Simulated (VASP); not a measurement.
## Sc: single point with PBE

Crystal: Sc.

```
CELL_PARAMETERS angstrom
-1.91721 1.91721 1.71760
1.91721 -1.91721 1.71760
1.91721 1.91721 -1.71760
ATOMIC_POSITIONS crystal
Sc 0.00000 0.00000 0.00000
```

| Item | Value |
| --- | --- |
| Program | VASP 6.6.1 |
| Task | single point |
| Functional | PBE |
| Potentials or basis | VASP PAW PBE potentials, release 64 (Sc_sv) |
| Cutoff | 500 eV |
| k mesh | 12 × 12 × 12 |
| Occupations | gaussian, width 0.05 eV |
| Spin | no spin polarisation |

| Quantity | Value |
| --- | --- |
| Pressure | -0.8 GPa |
| Band gap on the k mesh | zero (an odd number of electrons rules out a gap without spin polarisation) |

Stress tensor (GPa, compression positive):
```
-1.15  0.00  0.00
 0.00 -1.15  0.00
 0.00  0.00 -0.08
```

Levels at points of the mesh, in eV from the Fermi level:
```csv
k point,band 3,band 4,band 5,band 6,band 7,band 8
"(0.00, 0.00, 0.00)",-28.08,-28.05,-5.18,1.01,1.70,1.70
"(0.50, 0.00, 0.00)",-28.20,-28.08,-1.69,0.06,0.63,2.73
"(0.50, 0.50, 0.00)",-28.14,-28.06,-1.83,0.06,0.85,2.24
"(0.50, 0.50, 0.50)",-28.35,-28.24,-1.28,-1.06,3.72,3.72
```

It took 32 s on 1 thread of Intel Xeon 8259CL, on a shared host, peak memory 0.17 GiB.
